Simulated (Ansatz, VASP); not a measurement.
**TiSi2 in VASP and in Ansatz**

File INCAR:

```
PREC     = Accurate       # precision mode
ENCUT    = 600            # plane-wave cutoff, eV
EDIFF    = 1E-6           # SCF threshold, eV
ISMEAR   = 0              # smearing method
SIGMA    = 0.1            # smearing width, eV
LREAL    = False          # projectors in reciprocal space
LASPH    = True           # aspherical terms in the spheres
NELM     = 80             # most SCF steps
ALGO     = Fast           # electronic algorithm
ISIF     = 3              # what is computed and relaxed
LWAVE    = False          # write WAVECAR
LCHARG   = False          # write CHGCAR
GGA      = PS             # functional
IBRION   = 2              # ionic algorithm
NSW      = 80             # ionic steps
EDIFFG   = -0.015         # ionic threshold
```

KPOINTS

```
Automatic mesh
0
Gamma
  8 6 6
```

File POSCAR:

```
TiSi2
1.0
    4.7617560794      0.0000000000      0.0000000000
    0.0000000000     -4.0910612934      4.2480470649
    0.0000000000     -4.0910612934     -4.2480470649
Ti Si
4 8
Direct
    0.2500000000      0.5000000000      0.0000000000
    0.7500000000      1.0000000000      0.5000000000
    0.0000000000      0.5000000000      0.5000000000
    0.5000000000      1.0000000000      0.0000000000
    0.7500000000      0.6638329376      0.1638329376
    0.2500000000      0.1638329376      0.6638329376
    0.7500000000      0.3361670624      0.8361670624
    0.2500000000      0.8361670624      0.3361670624
    0.0000000000      0.8361670624      0.8361670624
    0.5000000000      0.3361670624      0.3361670624
    1.0000000000      0.1638329376      0.1638329376
    0.5000000000      0.6638329376      0.6638329376
```

Input for Ansatz:

```yaml
crystal:
  lattice:
    - [4.7617560832, 0.0, 0.0]
    - [0.0, -4.0910612952, 4.2480470647]
    - [0.0, -4.0910612952, -4.2480470647]
  atoms:
    - { symbol: Ti, position: [0.25, 0.5, 0.0] }
    - { symbol: Ti, position: [0.75, 0.0, 0.5] }
    - { symbol: Ti, position: [0.0, 0.5, 0.5] }
    - { symbol: Ti, position: [0.5, 1.0, 0.0] }
    - { symbol: Si, position: [0.75, 0.6638329375, 0.1638329375] }
    - { symbol: Si, position: [0.25, 0.1638329375, 0.6638329375] }
    - { symbol: Si, position: [0.75, 0.3361670625, 0.8361670625] }
    - { symbol: Si, position: [0.25, 0.8361670625, 0.3361670625] }
    - { symbol: Si, position: [1.0, 0.8361670625, 0.8361670625] }
    - { symbol: Si, position: [0.5, 0.3361670625, 0.3361670625] }
    - { symbol: Si, position: [0.0, 0.1638329375, 0.1638329375] }
    - { symbol: Si, position: [0.5, 0.6638329375, 0.6638329375] }
basis:
  ecutwfc: 420
kpoints:
  mp_grid: { grid: [8, 6, 6] }
hamiltonian:
  xc: pbesol
scf:
  occupations: { method: gaussian, width: 0.1 }
output:
  forces: true
  stress: true
  eigenvalues: true
relax:
  adjacent_minimum: "off"
  f_tol: 0.015
  max_steps: 60
  cell: { stress_tol: 0.15 }
```

Alike in both runs: task relaxation of cell and atoms; functional PBEsol; k mesh 8 × 6 × 6; occupations gaussian, width 0.1 eV; no spin polarisation.

|  | VASP | Ansatz |
| --- | --- | --- |
| version | VASP 6.6.1 | Ansatz 0.2.0 |
| potentials or method | VASP PAW PBE potentials, release 64 (Ti_sv, Si), cutoff 600 eV | scalar-relativistic, plane waves, PAW |
| valence electrons in the cell | 80 | 80 |

Ansatz gave:

| Property | Result |
| --- | --- |
| gap on the k mesh at the Fermi level, each at its own relaxed structure (eV) | none |
| relaxed volume (Å³/atom) | 13.79 |
| relaxed length of the cell vector where the two differ most in proportion (Å) | 5.898 |

**Question.** What did VASP give for the same quantities?

**Answer.** gap on the k mesh at the Fermi level, each at its own relaxed structure (eV): none; relaxed volume (Å³/atom): 13.80; relaxed length of the cell vector where the two differ most in proportion (Å): 5.900.

VASP's potentials were made for PBE, not for PBEsol. A gap of «none» marks a metal or a gap that the smearing closes.
